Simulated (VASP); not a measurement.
A run of VASP 6.6.1:

Contents of INCAR:

```
SYSTEM = Ga3As3N2
  PREC = Accurate
  ENCUT = 520
  EDIFF = 1E-7
  ISMEAR = 0
  SIGMA = 0.05
  LREAL = .False.
  LASPH = .True.
  NELM = 60
  ALGO = Normal
  ISIF = 2
  LWAVE = .False.
  LCHARG = .False.
  LDIPOL = .True.
  IDIPOL = 3
  DIPOL = 0.5 0.5 0.326
  GGA = PE
  IVDW = 12
  NBANDS = 42
```

File KPOINTS:

```
Automatic mesh
0
Gamma
  7 5 1
  0 0 0
```

File POSCAR:

```
Ga3As3N2
1.0
    4.0137031116      0.0000000000      0.0000000000
    0.0000000000      5.6762333758      0.0000000000
    0.0000000000      0.0000000000     22.8852699092
Ga As N
3 3 2
Direct
    0.5000000000      0.5000000000      0.1747849169
    0.0000000000      0.0653835254      0.2732733389
    0.5000000000      0.4894639615      0.3292030243
    0.0000000000      0.2500000000      0.1747849169
    0.5000000000      0.8102208702      0.2554204538
    0.0000000000      0.2887573197      0.3664046761
    0.2500000000      0.2887573197      0.4931237409
    0.2500000000      0.2887573197      0.5411895931
```

Potentials or basis: VASP PAW PBE potentials, release 64 (Ga_d, As, N).

Run with:

```bash
$ cat potpaw_PBE.64/Ga_d/POTCAR potpaw_PBE.64/As/POTCAR potpaw_PBE.64/N/POTCAR > POTCAR
$ mpirun -np 1 vasp_std > vasp.out
```

Hardware: 1 thread of Intel(R) Xeon(R) Platinum 8488C (Sapphire Rapids), with other jobs on the host.

Task: How long does it take, and how much memory?

Result: It took 8.5 min on 1 thread of Intel(R) Xeon(R) Platinum 8488C (Sapphire Rapids), with other jobs on the host, peak memory 0.71 GiB. Counts: scf iterations 26, k points 18.
